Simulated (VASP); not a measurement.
Ta3N:

```
CELL_PARAMETERS angstrom
3.03222 0.00000 0.00000
-1.51611 2.62598 0.00000
0.00000 0.00000 7.52414
ATOMIC_POSITIONS crystal
Ta 0.66667 0.33333 0.82607
Ta 0.33333 0.66667 0.17393
Ta 0.00000 0.00000 0.50000
N 0.00000 0.00000 0.00000
```

Program: VASP 6.6.1. Alike in all runs: task single point; potentials or basis VASP PAW PBE potentials, release 64 (Ta_pv, N); cell as given; cutoff (eV) 520.

Order these runs on this cell by their pressure, lowest first.
A. level PBE+U; spin off; U Ta d U = 8.0 eV; k mesh 10 × 10 × 4; smearing fermi-dirac 0.05 eV
B. level PBEsol; spin off; k mesh 6 × 6 × 2; smearing fermi-dirac 0.03 eV
C. level PBE+U; spin off; U Ta d U = 1.0 eV; k mesh 10 × 10 × 4; smearing fermi-dirac 0.05 eV
D. level PBE+U; spin non-collinear, zero start, SOC; U Ta d U = 6.0 eV; k mesh 8 × 8 × 3; smearing fermi-dirac 0.05 eV
E. level r2SCAN; spin off; k mesh 10 × 10 × 4; smearing fermi-dirac 0.05 eV

B (-7.1 GPa), E (-3.1 GPa), C (2.4 GPa), D (18.9 GPa), A (25.4 GPa).

Caveats: some runs use coarse meshes; the PAW data sets were made with another functional, which shifts forces and pressure a little (some runs); U without spin polarisation on a metal has little footing (some runs).
